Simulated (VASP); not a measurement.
Set up this calculation in VASP 6.6.1, as the native input.

| Property | Result |
| --- | --- |
| Task | electric field gradients |
| Functional | r2SCAN |
| Potentials or basis | VASP PAW PBE potentials, release 64 (Zn, Cu) |
| Cutoff | 520 eV |
| k mesh | 14 × 14 × 14 |
| Occupations | fermi-dirac, width 0.05 eV |
| Spin | no spin polarisation |
| Dipole correction | no |
| Further INCAR settings | ALGO = Normal; EDIFF = 1e-08; NBANDS = 18 |

The system is ZnCu.

```
Zn Cu
1.0
     2.94500    0.00000    0.00000
     0.00000    2.94500    0.00000
     0.00000    0.00000    2.94500
Zn Cu
1 1
Cartesian
  1.4725 1.4725 1.4725
  0.0000 0.0000 0.0000
```

The input as run:

POSCAR

```
ZnCu
1.0
    2.9450000000      0.0000000000      0.0000000000
    0.0000000000      2.9450000000      0.0000000000
    0.0000000000      0.0000000000      2.9450000000
Zn Cu
1 1
Direct
    0.5000000000      0.5000000000      0.5000000000
    0.0000000000      0.0000000000      0.0000000000
```

INCAR.step1

```
SYSTEM = ZnCu
ALGO = Normal
EDIFF = 1E-4
ENCUT = 520
GGA = PE
ISMEAR = -1
LASPH = .TRUE.
LCHARG = .FALSE.
LREAL = .FALSE.
LWAVE = .TRUE.
NBANDS = 18
NELM = 60
PREC = Accurate
SIGMA = 0.05
```

INCAR.step2

```
SYSTEM = ZnCu
ALGO = Normal
EDIFF = 1E-8
ENCUT = 520
ISIF = 2
ISMEAR = -1
ISTART = 1
LASPH = .TRUE.
LCHARG = .FALSE.
LEFG = .TRUE.
LMIXTAU = .TRUE.
LREAL = .FALSE.
LWAVE = .FALSE.
METAGGA = R2SCAN
NBANDS = 18
NELM = 60
PREC = Accurate
SIGMA = 0.05
```

KPOINTS

```
k-points
0
G
  14 14 14
  0 0 0
```

Potentials or basis: VASP PAW PBE potentials, release 64 (Zn, Cu).

Command:

```console
$ cat potpaw_PBE.64/Zn/POTCAR potpaw_PBE.64/Cu/POTCAR > POTCAR
$ cp INCAR.step1 INCAR
$ mpirun -np 1 vasp_std > vasp.out
$ cp INCAR.step2 INCAR
$ mpirun -np 1 vasp_std > vasp.out
```

Results of the run:

```json
{
  "Pressure": "-2.7 GPa"
}
```

Caveat: without QUAD_EFG the Cq values of the log hold for a quadrupole moment of 1 mb, not for the nuclei; the PAW data sets were made with another functional, which shifts forces and pressure a little.

Run time: 3.6 min on 1 thread of Intel Xeon 8259CL, with other jobs on the host, peak memory 0.19 GiB.
